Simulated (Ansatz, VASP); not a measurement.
One calculation of K, two programs

```
K
1.0
     3.65020    0.00000    0.00000
     0.00000    3.65020    0.00000
     0.00000    0.00000    3.65020
K
1
Direct
  0.00000 0.00000 0.00000
```

Change from the starting cell: volume scaled by 0.7, LAPW.

Alike in both runs: task single point; functional LDA; k mesh 9 × 9 × 9; occupations fermi-dirac, width 0.05 eV; no spin polarisation.

|  | VASP | Ansatz |
| --- | --- | --- |
| version | VASP 6.6.1 | Ansatz 0.2.0 |
| potentials or method | VASP PAW LDA potentials, release 64 (K_sv), cutoff 500 eV | all-electron LAPW, scalar-relativistic |

|  | VASP | Ansatz | Ansatz less VASP |
| --- | --- | --- | --- |
| pressure (GPa) | 2.3 | 2.4 | +0.01 |

LDA's correlation is that of Perdew and Zunger in VASP and of Perdew and Wang (1992) in Ansatz. Ansatz ran all-electron here, and VASP with PAW potentials.
